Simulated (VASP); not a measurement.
Set up this calculation in VASP 6.6.1, as the native input.

| Item | Value |
| --- | --- |
| Task | single point |
| Functional | PBE |
| Potentials or basis | VASP PAW PBE potentials, release 64 (Lu, F_h) |
| Cutoff | 1350 eV |
| k mesh | 6 × 6 × 6 |
| Occupations | gaussian, width 0.1 eV |
| Spin | no spin polarisation |
| Dipole correction | no |
| Further INCAR settings | ALGO = Normal; EDIFF = 1e-06; NBANDS = 34 |

The structure of LuF4 lies in POSCAR:

```
LuF4
1.0
    3.2283073592      1.8638641228      2.1335698165
   -3.2283073592      1.8638641228      2.1335698165
    0.0000000000     -3.7277282457      2.1335698165
Lu F
1 4
Direct
    0.2495804908      0.2495804908      0.2495804908
    0.9114134445      0.9114134445      0.9114134445
    0.3227204874      0.7695619098      0.3227204874
    0.3227204874      0.3227204874      0.7695619098
    0.7695619098      0.3227204874      0.3227204874
```

The cell was generated, and may not be a known phase.

One way to write it, as run:

INCAR

```
PREC = Accurate
ENCUT = 1350
EDIFF = 1E-6
ISMEAR = 0
SIGMA = 0.1
LREAL = False
LASPH = True
NELM = 120
ALGO = Normal
ISIF = 2
LWAVE = False
LCHARG = False
GGA = PE
NBANDS = 34
GGA_COMPAT = False
```

KPOINTS

```
regular mesh
0
Gamma
  6 6 6
```

Potentials or basis: VASP PAW PBE potentials, release 64 (Lu, F_h).

Run with:

```sh
$ cat potpaw_PBE.64/Lu/POTCAR potpaw_PBE.64/F_h/POTCAR > POTCAR
$ mpirun -np 1 vasp_std > vasp.out
```

Results of the run:

```
Pressure               : -1.0 GPa
Largest force          : 0.116 eV/Å
Band gap on the k mesh : zero (an odd number of electrons rules out a gap without spin polarisation)
```

Caveat: spin-orbit coupling is left out, which moves the levels of the heavy elements; an odd number of electrons without spin polarisation forces a metal; a magnetic or distorted state may lie lower.

It took 17 min on 1 thread of Intel(R) Xeon(R) Platinum 8259CL CPU @ 2.50GHz (Skylake/Cascade Lake), with other jobs on the host, peak memory 0.61 GiB.
